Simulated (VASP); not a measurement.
# Bi2Te3 in VASP: further runs, part 2 of 4

VASP 6.6.1. Earlier steps stand in the parts before.

### 3 Electric field gradients, PBE (equal xy, yz and zx shear strains of +1 %)

INCAR

```
SYSTEM = Bi2Te3
  ALGO = Normal
  EDIFF = 1E-8
  ENCUT = 520
  GGA = PE
  ISIF = 2
  ISMEAR = -1
  KPAR = 4
  LASPH = .True.
  LCHARG = .False.
  LEFG = .True.
  LREAL = .False.
  LWAVE = .False.
  NBANDS = 32
  NELM = 60
  PREC = Accurate
  SIGMA = 0.08
```

KPOINTS

```
k-points
0
Gamma
  7 7 7
  0 0 0
```

POSCAR

```
Bi2Te3
1.0
    2.2501595557      1.3279228155     10.1829656501
   -2.1358415611      1.3059928099     10.1610356445
    0.0381670554     -2.4814305754     10.1530087054
Bi Te
2 3
Direct
    0.4000000000      0.4000000000      0.4000000000
    0.6000000000      0.6000000000      0.6000000000
    0.0000000000      0.0000000000      0.0000000000
    0.2095000000      0.2095000000      0.2095000000
    0.7905000000      0.7905000000      0.7905000000
```

Potentials or basis: VASP PAW PBE potentials, release 64 (Bi_d, Te).

Launch:

```console
> cat potpaw_PBE.64/Bi_d/POTCAR potpaw_PBE.64/Te/POTCAR > POTCAR
> mpirun -np 4 vasp_std > vasp.out
```

OUTCAR:

```text
SYSTEM = Bi2Te3
   EDIFF = 1E-8
   ENCUT = 520
   GGA = PE
   ISIF = 2
   ISMEAR = -1
   LASPH = .True.
   LREAL = .False.
   NELM = 60
   PREC = Accurate

 ion  position               nearest neighbor table
   1  0.400  0.400  0.400-   5 3.06   5 3.07   5 3.09   3 3.23   3 3.24   3 3.26
   2  0.600  0.600  0.600-   4 3.06   4 3.07   4 3.09   3 3.23   3 3.24   3 3.26
   3  0.000  0.000  0.000-   2 3.23   1 3.23   1 3.24   2 3.24   2 3.26   1 3.26
   4  0.209  0.209  0.209-   2 3.06   2 3.07   2 3.09   5 3.62   5 3.64   5 3.66
   5  0.791  0.791  0.791-   1 3.06   1 3.07   1 3.09   4 3.62   4 3.64   4 3.66

  LATTYP: Found a triclinic cell.
 ALAT       =     4.3670303177
 B/A-ratio  =     1.0043692043
 C/A-ratio  =     2.3933691463
 COS(alpha) =     0.0073214362
 COS(beta)  =     0.2059359528
 COS(gamma) =     0.4934652004

  Lattice vectors:

 A1 = (   2.1740086165,  -3.7874233853,  -0.0080269391)
 A2 = (   4.3860011168,   0.0219300056,   0.0219300056)
 A3 = (   0.0381670554,  -2.4814305754,  10.1530087054)

Analysis of symmetry for initial positions (statically):
=====================================================================
 Subroutine PRICEL returns:
 Original cell was already a primitive cell.

 Routine SETGRP: Setting up the symmetry group for a
 triclinic supercell.

 Subroutine GETGRP returns: Found  2 space group operations
 (whereof  2 operations were pure point group operations)
 out of a pool of  2 trial point group operations.

The static configuration has the point symmetry S_2 .

Analysis of symmetry for dynamics (positions and initial velocities):
=====================================================================
 Subroutine PRICEL returns:
 Original cell was already a primitive cell.

 Routine SETGRP: Setting up the symmetry group for a
 triclinic supercell.

 Subroutine GETGRP returns: Found  2 space group operations
 (whereof  2 operations were pure point group operations)
 out of a pool of  2 trial point group operations.

The dynamic configuration has the point symmetry S_2 .

 Subroutine INISYM returns: Found  2 space group operations
 (whereof  2 operations are pure point group operations),
 and found     1 'primitive' translations

----------------------------------------------------------------------------------------

                                     Primitive cell

  volume of cell :     169.3447

  direct lattice vectors                    reciprocal lattice vectors
     2.250159556  1.327922816 10.182965650     0.227191387  0.130343806  0.031002424
[... 101 lines left out ...]
   TEBEG  =    0.0;   TEEND  =   0.0 temperature during run
   PSTRESS=    0.0 pullay stress
   NELECT =      48.0000    total number of electrons
   NUPDOWN=      -1.0000    fix difference up-down
   EMIN   =  10.00;   EMAX   =-10.00  energy-range for DOS
   EFERMI =   0.00;   METHOD = LEGACY
   ISMEAR =    -1;   SIGMA  =   0.08  broadening in eV -4-tet -1-fermi 0-gaus
   EFERMI_NEDOS =   21; number of points for ismear=-14 and -15
   IALGO  =     38    algorithm
   IMIX   =      4    mixing-type and parameters
     AMIX     =   0.40;   BMIX     =  1.00
     AMIX_MAG =   1.60;   BMIX_MAG =  1.00
  volume/ion in A,a.u.               =      33.87       228.56
  Fermi-wavevector in a.u.,A,eV,Ry     =   1.075387  2.032186 15.734549  1.156457
  Thomas-Fermi vector in A             =   2.211242
   LORBIT       =      0    0 simple, 1 ext, 2 COOP (PROOUT), +10 PAW based schemes
   GGA     = PE    functional components
   LHFCALC =     F    Hartree Fock is set to
   AEXX    =    0.0000 exact exchange contribution
   IVDW    =     0    specifies the selected vdW correction
   LEPSILON=     F    determine dielectric tensor
   LRPA    =     F    only Hartree local field effects (RPA)
 non-spin polarized calculation
  energy-cutoff  :      520.00
  volume of cell :      169.34
 maximum number of plane-waves:      4580
 NGX is ok and might be reduce to    80
   NGX = 39   NGY = 39   NGZ = 39

 number of electron      48.0000004 magnetization

 Free energy of the ion-electron system (eV)
  ---------------------------------------------------
  ext. energy  EPLUGINS =         0.00000000
  ---------------------------------------------------
  free energy    TOTEN  =       -18.33131433 eV

  energy without entropy =      -18.32984900  energy(sigma->0) =      -18.33058166

 E-fermi :   6.3707     XC(G=0):  -9.3294

 val. band max:        6.2251747121   @ k =   0.0000   0.0000   0.0000
 cond. band min:       6.5011072580   @ k =   0.0000   0.0000   0.0000
 fundamental gap:      0.2759325458
 Fermi energy:         6.3706658402

 k-point     1 :       0.0000    0.0000    0.0000
  band No.  band energies     occupation
      1     -16.9945      2.00000
      2     -16.9932      2.00000
      3     -16.9932      2.00000
      4     -16.9918      2.00000
      5     -16.9856      2.00000
      6     -16.9844      2.00000
[... 829 lines left out ...]
     31      11.1635      0.00000
     32      11.6027      0.00000

 [... further k-points ...]

------------------------ aborting loop because EDIFF is reached ----------------------------------------

  FORCE on cell =-STRESS in cart. coord.  units (eV):
  Direction    XX          YY          ZZ          XY          YZ          ZX
  --------------------------------------------------------------------------------------
  -------------------------------------------------------------------------------------
  Total        2.3654854      1.7798938      1.8631992     -0.0481481     -0.5811985     -0.2950635
  in kB       22.3799548     16.8396487     17.6278040     -0.4555307     -5.4987425     -2.7916079
  external PRESSURE =      18.9491358 kB  Pullay stress =       0.0000000 kB

 VOLUME and BASIS-vectors are now :
 -----------------------------------------------------------------------------
  energy-cutoff  :      520.00
  volume of cell :      169.34
      direct lattice vectors                 reciprocal lattice vectors
     2.250159556  1.327922816 10.182965650     0.227191387  0.130343806  0.031002424
    -2.135841561  1.305992810 10.161035645    -0.228827537  0.132612557  0.033271175
     0.038167055 -2.481430575 10.153008705     0.001146721 -0.263445791  0.034101595

 POSITION                                       TOTAL-FORCE (eV/Angst)
 -----------------------------------------------------------------------------------
      0.06099      0.06099     12.19880         0.013861      0.027002      0.027367
      0.09149      0.09149     18.29821        -0.013861     -0.027002     -0.027367
      0.00000      0.00000      0.00000         0.000000     -0.000000      0.000000
      0.03195      0.03195      6.38912         0.034476      0.066966      0.029159
      0.12054      0.12054     24.10789        -0.034476     -0.066966     -0.029159
 -----------------------------------------------------------------------------------
    total drift:                               -0.000000     -0.000000     -0.000000

  FREE ENERGIE OF THE ION-ELECTRON SYSTEM (eV)
  ---------------------------------------------------
  free  energy   TOTEN  =       -18.3313143265 eV

  energy  without entropy=      -18.3298489981  energy(sigma->0) =      -18.33058166

 Electric field gradients (V/A^2)
---------------------------------------------------------------------
 ion       V_xx      V_yy      V_zz      V_xy      V_xz      V_yz
---------------------------------------------------------------------
   1     -23.625    -2.898    26.523     0.220     8.882    18.075
   2     -23.625    -2.898    26.523     0.220     8.882    18.075
   3     -47.087   -46.979    94.066     6.810     5.318     5.928
   4      -5.511    -4.019     9.530     4.995     6.336     6.977
   5      -5.511    -4.019     9.530     4.995     6.336     6.977
---------------------------------------------------------------------

 Electric field gradients after diagonalization (V/A^2)
 (convention: |V_zz| > |V_xx| > |V_yy|)
----------------------------------------------------------------------
 ion       V_xx      V_yy      V_zz     asymmetry (V_yy - V_xx)/ V_zz
----------------------------------------------------------------------
   1     -25.634   -10.589    36.223       0.415
   2     -25.634   -10.589    36.223       0.415
   3     -53.845   -40.692    94.536       0.139
   4      -9.821    -5.583    15.404       0.275
   5      -9.821    -5.583    15.404       0.275
----------------------------------------------------------------------

           NMR quadrupolar parameters

 Cq : quadrupolar parameter    Cq=e*Q*V_zz/h
 eta: asymmetry parameters     (V_yy - V_xx)/ V_zz
 Q  : nuclear electric quadrupole moment in mb (millibarn)
----------------------------------------------------------------------
 ion       Cq(MHz)       eta       Q (mb)
----------------------------------------------------------------------
   1       0.088       0.415       1.000
   2       0.088       0.415       1.000
   3       0.229       0.139       1.000
   4       0.037       0.275       1.000
   5       0.037       0.275       1.000
----------------------------------------------------------------------
```

OSZICAR:

```text
N       E                     dE             d eps       ncg     rms          rms(c)
DAV:   1     0.434688881617E+03    0.43469E+03   -0.21629E+04 11016   0.145E+03
DAV:   2     0.277575471543E+02   -0.40693E+03   -0.39059E+03 11496   0.377E+02
DAV:   3    -0.166545921640E+02   -0.44412E+02   -0.42347E+02 14184   0.136E+02
DAV:   4    -0.185086045645E+02   -0.18540E+01   -0.18460E+01 12184   0.297E+01
DAV:   5    -0.185982042593E+02   -0.89600E-01   -0.89590E-01 16192   0.654E+00    0.762E+00
DAV:   6    -0.183193541800E+02    0.27885E+00   -0.35742E-01 14720   0.462E+00    0.558E+00
DAV:   7    -0.183297358647E+02   -0.10382E-01   -0.21768E-01 14040   0.203E+00    0.123E+00
DAV:   8    -0.183310759643E+02   -0.13401E-02   -0.29845E-02 12320   0.968E-01    0.583E-01
DAV:   9    -0.183309497794E+02    0.12618E-03   -0.24047E-03 13552   0.356E-01    0.345E-01
DAV:  10    -0.183312774188E+02   -0.32764E-03   -0.99545E-04 11544   0.150E-01    0.669E-02
DAV:  11    -0.183313059179E+02   -0.28499E-04   -0.52947E-05 14032   0.420E-02    0.342E-02
DAV:  12    -0.183313127018E+02   -0.67839E-05   -0.14846E-05 13432   0.185E-02    0.157E-02
DAV:  13    -0.183313145232E+02   -0.18214E-05   -0.37290E-06 11832   0.105E-02    0.236E-03
DAV:  14    -0.183313145528E+02   -0.29557E-07   -0.43665E-07 13832   0.379E-03    0.218E-03
DAV:  15    -0.183313142640E+02    0.28880E-06   -0.14028E-07 10024   0.179E-03    0.142E-03
DAV:  16    -0.183313143077E+02   -0.43720E-07   -0.10839E-08  9168   0.688E-04    0.230E-04
DAV:  17    -0.183313143307E+02   -0.23049E-07   -0.49486E-09  7016   0.497E-04    0.197E-04
DAV:  18    -0.183313143265E+02    0.42237E-08   -0.87075E-10  6080   0.233E-04
   1 F= -.18331314E+02 E0= -.18330582E+02  d E =-.146533E-02
```

stdout:

```text
POSCAR found type information on POSCAR BiTe
 POSCAR found :  2 types and       5 ions
 scaLAPACK will be used
 LDA part: xc-table for (Slater+PW92), standard interpolation
 POSCAR, INCAR and KPOINTS ok, starting setup
 FFT: planning ... GRIDC
 FFT: planning ... GRID_SOFT
 FFT: planning ... GRID
 WAVECAR not read
 entering main loop
ion   1
     0.0000690     0.0342526     0.0020782     0.3041371     0.0211378     0.0144969
     0.0000950     0.0342526     0.0020782     0.3041370     0.0211378     0.0144969
     0.0001308     0.0342526     0.0020782     0.3041370     0.0211378     0.0144969
     0.0001801     0.0342526     0.0020782     0.3041370     0.0211378     0.0144969

     0.0000690    -0.2121808   -16.5349756   -21.0342577    -8.1314519     9.4738449
     0.0000950    -0.2111122   -16.5219686   -21.0097329    -8.1245035     9.4668090
     0.0001308    -0.2094659   -16.5024216   -20.9725088    -8.1140407     9.4562529
     0.0001801    -0.2069421   -16.4731745   -20.9162594    -8.0983545     9.4404847
[... 34 lines left out ...]
ion   5
     0.0000585    -0.0135465    -0.0627119    -0.0294115    -0.0379670     0.0260426
     0.0000806    -0.0135465    -0.0627119    -0.0294115    -0.0379670     0.0260426
     0.0001110    -0.0135465    -0.0627119    -0.0294115    -0.0379670     0.0260426
     0.0001528    -0.0135465    -0.0627119    -0.0294115    -0.0379670     0.0260426

     0.0000585    -4.5641545    -6.4233690    -7.5986284    -5.8123527     0.7091821
     0.0000806    -4.5636074    -6.4226538    -7.5972891    -5.8116831     0.7091205
     0.0001110    -4.5627405    -6.4215227    -7.5951392    -5.8106233     0.7090235
     0.0001528    -4.5613727    -6.4197413    -7.5917021    -5.8089530     0.7088716
```

Wall time 40 min (4 MPI ranks of Intel Xeon Platinum 8375C at 2.90GHz (Ice Lake), shared host); peak memory 1.5 GiB.

What came out:

| Item | Value |
| --- | --- |
| Free energy | -18.3313 eV |
| Pressure | 1.9 GPa |
| Largest force | 0.081 eV/Å |
| Band gap on the k mesh | 0.28 eV |
| Largest electric field gradient by atom | Bi +36.2; Te +94.5, +15.4 (each value once) V/Å² |

Forces in eV/Å, atoms in the order of the input:
```
Bi   0.014  0.027  0.027
Bi  -0.014 -0.027 -0.027
Te   0.000  0.000  0.000
Te   0.034  0.067  0.029
Te  -0.034 -0.067 -0.029
```

Stress tensor (GPa, compression positive):
```
 2.24 -0.05 -0.28
-0.05  1.68 -0.55
-0.28 -0.55  1.76
```

Electric field gradients, principal values (V/Å²):
```csv
atom,least,middle,greatest (by size)
1 Bi,-10.589,-25.634,36.223
2 Bi,-10.589,-25.634,36.223
3 Te,-40.692,-53.845,94.536
4 Te,-5.583,-9.821,15.404
5 Te,-5.583,-9.821,15.404
```

Caveat: the cell differs from its parent crystal (equal xy, yz and zx shear strains of +1 %); without QUAD_EFG the Cq values of the log hold for a quadrupole moment of 1 mb, not for the nuclei; spin-orbit coupling is left out, which moves the levels of the heavy elements. A k mesh can miss the band edges.

(Continued in part 3 of 4.)
